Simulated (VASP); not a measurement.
A run of VASP 6.6.1:

The input INCAR:

```
PREC     = Accurate       # precision mode
ENCUT    = 520            # plane-wave cutoff, eV
EDIFF    = 1E-8           # SCF threshold, eV
ISMEAR   = 0              # smearing method
SIGMA    = 0.01           # smearing width, eV
LREAL    = F              # projectors in reciprocal space
LASPH    = T              # aspherical terms in the spheres
NELM     = 100            # most SCF steps
ALGO     = Normal         # electronic algorithm
ISIF     = 2              # what is computed and relaxed
LWAVE    = F              # write WAVECAR
LCHARG   = T              # write CHGCAR
GGA      = PE             # functional
IBRION   = 8              # ionic algorithm
NSW      = 1              # ionic steps
LEPSILON = T              # dielectric tensor by DFPT
```

File KPOINTS:

```
regular mesh
0
Gamma
  8 8 8
```

The input POSCAR:

```
SrO
1.0
    0.0000000000      2.8065526086      2.8065526086
    2.8065526086      0.0000000000      2.8065526086
    2.8065526086      2.8065526086      0.0000000000
Sr O
1 1
Direct
    0.5000000000      0.5000000000      0.5000000000
    0.2500000000      0.2500000000      0.2500000000
```

Potentials or basis: VASP PAW PBE potentials, release 64 (Sr_sv, O).

Launch:

```sh
$ cat potpaw_PBE.64/Sr_sv/POTCAR potpaw_PBE.64/O/POTCAR > POTCAR
$ mpirun -np 1 vasp_std > vasp.out
```

Hardware: 1 thread of Intel(R) Xeon(R) Platinum 8559C (Emerald Rapids) (shared host).

Task: How long does it take, and how much memory?

Result: Wall time 5.1 min on 1 thread of Intel(R) Xeon(R) Platinum 8559C (Emerald Rapids), with other jobs on the host, peak memory 0.29 GiB. Counts: scf iterations 209, k points 29.
